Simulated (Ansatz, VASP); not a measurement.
One calculation of TaN, two programs

```
Ta N
1.0
     0.00000    2.20816    2.20816
     2.20816    0.00000    2.20816
     2.20816    2.20816    0.00000
Ta N
1 1
Cartesian
  0.0000 0.0000 0.0000
  2.2082 2.2082 2.2082
```

Alike in both runs: functional PBE; k mesh 16 × 16 × 16; occupations gaussian, width 0.1 eV; no spin polarisation.

Ansatz relaxed the structure, and its values are those at the end. VASP's run is a single point on that final structure, the one shown.

|  | VASP | Ansatz |
| --- | --- | --- |
| version | VASP 6.6.1 | Ansatz 0.2.0 |
| potentials or method | VASP PAW PBE potentials, release 64 (Ta_pv, N), cutoff 600 eV | scalar-relativistic, plane waves, PAW |
| valence electrons in the cell | 16 | 18 |

VASP gave:

| Quantity | Value |
| --- | --- |
| gap on the k mesh at the Fermi level (eV) | none |
| pressure (GPa) | 0.9 |

Problem. Estimate Ansatz's values.

Solution. gap on the k mesh at the Fermi level (eV): none; pressure (GPa): 0.0.

A gap of «none» marks a metal or a gap that the smearing closes. VASP's potentials hold 16 valence electrons a cell and Ansatz's 18, so a difference there can come from the potentials and not from the codes.

Spin-orbit coupling is off throughout.
